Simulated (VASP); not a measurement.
The system is Ti2NbB3.

```
CELL_PARAMETERS angstrom
2.77646 0.00000 0.00000
0.00000 2.77646 0.00000
0.00000 0.00000 8.40612
ATOMIC_POSITIONS crystal
Ti 0.50000 0.50000 0.32482
Ti 0.50000 0.50000 0.67518
Nb 0.50000 0.50000 0.00000
B 0.00000 0.00000 0.83907
B 0.00000 0.00000 0.16093
B 0.00000 0.00000 0.50000
```

* Program: VASP 6.6.1
* Task: relaxation of cell and atoms
* Functional: PBE
* Potentials or basis: VASP PAW PBE potentials, release 64 (Ti_sv, Nb_sv, B)
* Cutoff: 600 eV
* k mesh: 6 × 6 × 2
* Occupations: gaussian, width 0.1 eV
* Spin: no spin polarisation

At the start: pressure 10.4 GPa; volume 10.80 Å³/atom.

**Question.** How do energy, volume and symmetry change on relaxing?

**Answer.** Over 25 steps the energy falls by 158.3 meV/atom and the volume is 11.11 Å³/atom (+2.9 %); space group P4/mmm (No. 123, to 0.05 Å).

The path:
```tsv
step	energy change (eV)	largest force (eV/Å)	pressure (GPa)	volume (Å³)
1	0.0000	0.5863	10.41	64.80
2	-0.0287	0.1071	-9.40	71.60
3	-0.1235	0.2934	-1.03	68.31
4	-0.1667	0.1778	-1.05	68.20
5	-0.3960	0.3077	-0.85	67.80
6	-0.7730	1.0923	0.75	66.69
7	-0.7884	1.1669	0.72	66.69
8	-0.7974	1.2984	0.81	66.69
9	-0.8218	1.1975	0.55	66.77
10	-0.8818	0.8097	-0.27	67.01
11	-0.9080	0.2820	-1.35	67.48
12	-0.9150	0.1458	-1.11	67.33
13	-0.9178	0.1523	-0.35	67.07
14	-0.9193	0.1618	0.68	66.71
15	-0.9217	0.1598	0.52	66.74
16	-0.9263	0.1481	0.06	66.83
17	-0.9225	0.1048	-0.88	67.00
18	-0.9271	0.1385	-0.26	66.88
19	-0.9299	0.1269	-0.17	66.82
20	-0.9368	0.0968	0.08	66.65
21	-0.9439	0.0922	0.80	66.32
22	-0.9488	0.0445	-0.41	66.75
23	-0.9489	0.0326	-0.64	66.84
24	-0.9494	0.0400	0.28	66.55
25	-0.9497	0.0111	-0.04	66.66
```

Final structure:
```xyz
6
Lattice="3.0091 0.0000 0.0000 0.0000 3.0091 0.0000 0.0000 0.0000 7.3620" Properties=species:S:1:pos:R:3 pbc="T T T"
Ti    1.5045    1.5045    2.4672
Ti    1.5045    1.5045    4.8948
Nb    1.5045    1.5045    0.0000
B     0.0000    0.0000    5.9002
B     0.0000    0.0000    1.4618
B     0.0000    0.0000    3.6810
```

Caveat: the k points lie up to 0.43 Å⁻¹ apart in the final cell.
